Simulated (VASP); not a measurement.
## Ti2AgSb3: single point with r2SCAN

Crystal: Ti2AgSb3.

```
Sb Ti Ag
1.0
     3.99083    0.00000    0.00000
     0.00000    3.99083    0.00000
     0.00000    0.00000    8.79217
Sb Ti Ag
3 2 1
Cartesian
  0.0000 1.9954 3.3718
  1.9954 0.0000 5.4204
  1.9954 1.9954 0.0000
  0.0000 1.9954 6.4315
  1.9954 0.0000 2.3607
  0.0000 0.0000 0.0000
```

| Property | Result |
| --- | --- |
| Program | VASP 6.6.1 |
| Task | single point |
| Functional | r2SCAN |
| Potentials or basis | VASP PAW PBE potentials, release 64 (Sb, Ti_sv, Ag) |
| Cutoff | 520 eV |
| k mesh | 9 × 9 × 4 |
| Occupations | fermi-dirac, width 0.1 eV |
| Spin | no spin polarisation |
| Dipole correction | no |
| Further INCAR settings | ALGO = Normal; EDIFF = 1e-06; NBANDS = 34 |

* Pressure: -7.7 GPa
* Largest force: 0.328 eV/Å
* Band gap on the k mesh: zero (bands 25 and 26 overlap by 1.68 eV)

Forces on the atoms (eV/Å):
```
Sb   0.000  0.000 -0.328
Sb   0.000  0.000  0.328
Sb   0.000  0.000  0.000
Ti   0.000  0.000 -0.246
Ti   0.000  0.000  0.246
Ag   0.000  0.000  0.000
```

Stress tensor (GPa, compression positive):
```
-6.95  0.00  0.00
 0.00 -6.95  0.00
 0.00  0.00 -9.20
```

Levels at points of the mesh, in eV from the Fermi level:
```
           k point  band 23  band 24  band 25  band 26  band 27  band 28
(0.00, 0.00, 0.00)    -0.70    -0.48     0.51     0.51     0.62     0.72
(0.00, 0.00, 0.50)    -0.63    -0.34    -0.30     0.70     0.72     0.72
```

Run time: 9.2 min on 1 thread of Intel(R) Xeon(R) Platinum 8375C CPU @ 2.90GHz (Ice Lake), with other jobs on the host, peak memory 0.4 GiB.

Caveat: the cell stands under tension; the PAW data sets were made with another functional, which shifts forces and pressure a little; spin-orbit coupling is left out, which moves the levels of the heavy elements.
